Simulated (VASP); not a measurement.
# TaN (P-6m2) in VASP: further runs, part 2 of 2

VASP 6.6.1.

## (5) Relaxation of shape and atoms at fixed volume, PBEsol (9.99 Å³/atom)

This run uses another cell than the first one, of 9.99 Å³/atom.

INCAR

```
ALGO = Normal
EDIFF = 1E-6
EDIFFG = -0.01
ENCUT = 600
GGA = PS
IBRION = 2
ISIF = 4
ISMEAR = 0
LASPH = T
LCHARG = F
LREAL = F
LWAVE = F
NELM = 60
NSW = 50
PREC = Accurate
SIGMA = 0.1
```

KPOINTS

```
k-points
0
Gamma
  18 18 14
```

POSCAR

```
TaN
1.0
    2.8624241167      0.0000000000      0.0000000000
   -1.4312120584      2.4789320015      0.0000000000
    0.0000000000      0.0000000000      2.8158101004
Ta N
1 1
Direct
    0.3333333333      0.6666666667      0.5000000000
    0.0000000000      0.0000000000      0.0000000000
```

Potentials or basis: VASP PAW PBE potentials, release 64 (Ta_pv, N).

On the command line:

```sh
$ cat potpaw_PBE.64/Ta_pv/POTCAR potpaw_PBE.64/N/POTCAR > POTCAR
$ mpirun -np 1 vasp_std > vasp.out
```

OUTCAR:

```text
EDIFF = 1E-6
   EDIFFG = -0.01
   ENCUT = 600
   GGA = PS
   IBRION = 2
   ISIF = 4
   ISMEAR = 0
   LASPH = T
   LREAL = F
   NELM = 60
   NSW = 50
   PREC = Accurate

 ion  position               nearest neighbor table
   1  0.333  0.667  0.500-   2 2.17   2 2.17   2 2.17   2 2.17   2 2.17   2 2.17
   2  0.000  0.000  0.000-   1 2.17   1 2.17   1 2.17   1 2.17   1 2.17   1 2.17

  LATTYP: Found a hexagonal cell.
 ALAT       =     2.8624241167
 C/A-ratio  =     0.9837151958

  Lattice vectors:

 A1 = (   2.8624241167,   0.0000000000,   0.0000000000)
 A2 = (  -1.4312120584,   2.4789320015,   0.0000000000)
 A3 = (   0.0000000000,   0.0000000000,   2.8158101004)

Analysis of symmetry for initial positions (statically):
[... 269 lines left out ...]
      4      -9.4141      2.00000
      5       4.0349      2.00000
      6       4.0349      2.00000
      7       4.2929      2.00000
      8       5.8814      2.00000
      9      11.7410      0.00000
     10      12.8328      0.00000
     11      12.8328      0.00000
     12      13.3206      0.00000
[... 331 lines left out ...]
 k-point    24 :       0.3889    0.1111    0.0000
  band No.  band energies     occupation
      1     -26.6306      2.00000
      2     -25.7453      2.00000
      3     -25.4765      2.00000
      4      -6.7468      2.00000
      5       0.3776      2.00000
      6       3.3399      2.00000
      7       4.3990      2.00000
      8       6.4463      2.00000
      9      11.3598      0.00000
     10      12.3170      0.00000
     11      14.0272      0.00000
     12      15.5193      0.00000

 [... further k-points ...]

------------------------ aborting loop because EDIFF is reached ----------------------------------------

  FORCE on cell =-STRESS in cart. coord.  units (eV):
  Direction    XX          YY          ZZ          XY          YZ          ZX
  --------------------------------------------------------------------------------------
  -------------------------------------------------------------------------------------
  Total        3.3244943      3.3244943      3.3260473     -0.0000000     -0.0000000      0.0000000
  in kB      266.5840849    266.5840849    266.7086146     -0.0000000     -0.0000000      0.0000000
  external PRESSURE =     266.6255948 kB  Pullay stress =       0.0000000 kB
[... 17 lines left out ...]
  FREE ENERGIE OF THE ION-ELECTRON SYSTEM (eV)
  ---------------------------------------------------
  free  energy   TOTEN  =       -23.7022183250 eV

  energy  without entropy=      -23.7019765037  energy(sigma->0) =      -23.70209741

 reached required accuracy - stopping structural energy minimisation
```

OSZICAR:

```text
N       E                     dE             d eps       ncg     rms          rms(c)
DAV:   1     0.973768924952E+02    0.97377E+02   -0.10139E+04  7104   0.160E+03
DAV:   2    -0.219953134966E+02   -0.11937E+03   -0.11323E+03  8120   0.376E+02
DAV:   3    -0.259477841275E+02   -0.39525E+01   -0.38963E+01  8740   0.649E+01
[... 17 lines left out ...]
       N       E                     dE             d eps       ncg     rms          rms(c)
DAV:   1    -0.237026914847E+02   -0.75136E-03   -0.27914E-02  7120   0.168E+00    0.118E-01
DAV:   2    -0.237023451929E+02    0.34629E-03   -0.49649E-04  8200   0.242E-01    0.653E-02
DAV:   3    -0.237022190605E+02    0.12613E-03   -0.19426E-04  8576   0.122E-01    0.221E-02
DAV:   4    -0.237022183250E+02    0.73549E-06   -0.90085E-06  8292   0.288E-02
   3 F= -.23702218E+02 E0= -.23702097E+02  d E =-.184932E-03
```

CONTCAR:

```text
TaN
   1.00000000000000
     2.8601019951558602   -0.0000000000020244    0.0000000000000000
    -1.4300509976296427    2.4769209852553691    0.0000000000000000
     0.0000000000000000   -0.0000000000000000    2.8203842782981488
  Ta              N
     1     1
Direct
     0.3333333332999970    0.6666666667000030    0.5000000000000000
     0.0000000000000000    0.0000000000000000    1.0000000000000000

  0.00000000E+00  0.00000000E+00  0.00000000E+00
  0.00000000E+00  0.00000000E+00  0.00000000E+00
```

It took 2.8 min on 1 thread of Intel Xeon 8259CL, shared host; peak memory 0.22 GiB.

Results:

| Quantity | Value |
| --- | --- |
| Free energy | -23.7022 eV |
| Energy gained by relaxing | 0.1 meV/atom |
| Ionic steps | 3 |
| Pressure after relaxing | 26.7 GPa |
| Band gap on the k mesh | zero (bands 8 and 9 overlap by 0.35 eV) |

The path:
```csv
step,energy change (eV),largest force (eV/Å),pressure (GPa),volume (Å³)
1,0.0000,0.0000,26.75,19.98
2,0.0001,0.0000,26.58,19.98
3,-0.0002,0.0000,26.66,19.98
```

Final structure:
```yaml
crystal:
  lattice:
    - [2.86010, 0.00000, 0.00000]
    - [-1.43005, 2.47692, 0.00000]
    - [0.00000, 0.00000, 2.82038]
  atoms:
    - { symbol: Ta, position: [0.33333, 0.66667, 0.50000] }
    - { symbol: N, position: [0.00000, 0.00000, 0.00000] }
```

Levels at points of the mesh, in eV from the Fermi level:
```
           k point  band 4  band 5  band 6  band 7  band 8  band 9  band 10  band 11  band 12
(0.00, 0.00, 0.00)  -18.27   -4.82   -4.82   -4.56   -2.97    2.88     3.98     3.98     4.46
(0.50, 0.00, 0.00)  -15.63   -8.69   -5.59   -3.79   -3.23    3.32     4.60     5.67     5.97
(0.00, 0.00, 0.50)  -15.13   -9.81   -3.93   -3.93   -0.09   -0.09     2.64     3.61     3.61
(0.50, 0.00, 0.50)  -16.16   -7.74   -6.45   -6.06   -0.15    4.76     6.05     6.78     7.89
```

Caveat: the PAW data sets were made with another functional, which shifts forces and pressure a little; spin-orbit coupling is left out, which moves the levels of the heavy elements.

## (6) Relaxation of shape and atoms at fixed volume, PBEsol (10.31 Å³/atom)

INCAR

```
  PREC = Accurate
  ENCUT = 600
  EDIFF = 1E-7
  ISMEAR = 0
  SIGMA = 0.1
  LREAL = F
  LASPH = T
  NELM = 100
  ALGO = Normal
  ISIF = 4
  LWAVE = F
  LCHARG = F
  GGA = PS
  IBRION = 2
  NSW = 50
  EDIFFG = -0.01
```

KPOINTS

```
regular mesh
0
Gamma
  18 18 14
```

POSCAR

```
TaN
1.0
    2.8944517826      0.0000000000      0.0000000000
   -1.4472258913      2.5066687737      0.0000000000
    0.0000000000      0.0000000000      2.8417284105
Ta N
1 1
Direct
    0.3333333333      0.6666666667      0.5000000000
    0.0000000000      0.0000000000      0.0000000000
```

Potentials or basis: VASP PAW PBE potentials, release 64 (Ta_pv, N).

On the command line:

```sh
$ cat potpaw_PBE.64/Ta_pv/POTCAR potpaw_PBE.64/N/POTCAR > POTCAR
$ mpirun -np 1 vasp_std > vasp.out
```

It took 3.2 min on 1 thread of Intel Xeon 8259CL, shared host; peak memory 0.23 GiB.

Results (log left out):

```yaml
Free_energy: -23.7808 eV
Energy_gained_by_relaxing: 0.1 meV/atom
Ionic_steps: 3
Pressure_after_relaxing: 12.7 GPa
Band_gap_on_the_k_mesh: zero (bands 8 and 9 overlap by 0.35 eV)
```

Stress tensor (GPa, compression positive):
```
12.64  0.00  0.00
 0.00 12.64  0.00
 0.00  0.00 12.72
```

Step by step:
```tsv
step	energy change (eV)	largest force (eV/Å)	pressure (GPa)	volume (Å³)
1	0.0000	0.0000	12.73	20.62
2	0.0001	0.0000	12.58	20.62
3	-0.0001	0.0000	12.67	20.62
```

Final structure:
```
Ta N
1.0
     2.89233    0.00000    0.00000
    -1.44617    2.50483    0.00000
     0.00000    0.00000    2.84589
Ta N
1 1
Direct
  0.33333 0.66667 0.50000
  0.00000 0.00000 0.00000
```

Levels at points of the mesh, in eV from the Fermi level:
```csv
k point,band 6,band 7,band 8,band 9,band 10,band 11
"(0.00, 0.00, 0.00)",-4.70,-4.41,-2.94,2.61,3.83,3.83
"(0.50, 0.00, 0.00)",-5.41,-3.66,-3.19,3.19,4.37,5.49
"(0.00, 0.00, 0.50)",-3.84,-3.84,-0.09,-0.09,2.57,3.49
"(0.50, 0.00, 0.50)",-6.34,-5.90,-0.23,4.51,5.77,6.49
```

Caveat: the PAW data sets were made with another functional, which shifts forces and pressure a little; spin-orbit coupling is left out, which moves the levels of the heavy elements.

## (7) The runs side by side

| task | cell | cutoff (eV) | gap on the mesh (eV) | pressure (GPa) |
| --- | --- | --- | --- | --- |
| single point | a = 2.893, b = 2.893, c = 2.845 Å, angles 90.0, 90.0, 120.0°, 2 atoms | 520 | none | 12.8 |
| single point | a = 2.955, b = 2.955, c = 2.896 Å, angles 90.0, 90.0, 120.0°, 2 atoms | 520 | none | -9.3 |
| single point | a = 2.985, b = 2.985, c = 2.920 Å, angles 90.0, 90.0, 120.0°, 2 atoms | 520 | none | -18.0 |
| relaxation of shape and atoms at fixed volume | relaxed from a = 2.862, b = 2.862, c = 2.816 Å, angles 90.0, 90.0, 120.0°, 2 atoms | 600 | none | 26.7 |
| relaxation of shape and atoms at fixed volume | relaxed from a = 2.894, b = 2.894, c = 2.842 Å, angles 90.0, 90.0, 120.0°, 2 atoms | 600 | none | 12.7 |

Alike in all rows: level PBEsol; potentials or basis VASP PAW PBE potentials, release 64 (Ta_pv, N); no spin polarisation; k mesh 18 × 18 × 14; smearing gaussian 0.1 eV.

Caveats: the PAW data sets were made with another functional, which shifts forces and pressure a little; spin-orbit coupling is left out, which moves the levels of the heavy elements; the cell stands under tension (at least some runs); the cell stands under pressure (at least some runs).

Total energies depend on the potentials used, so only differences within one code and one set of settings carry meaning.
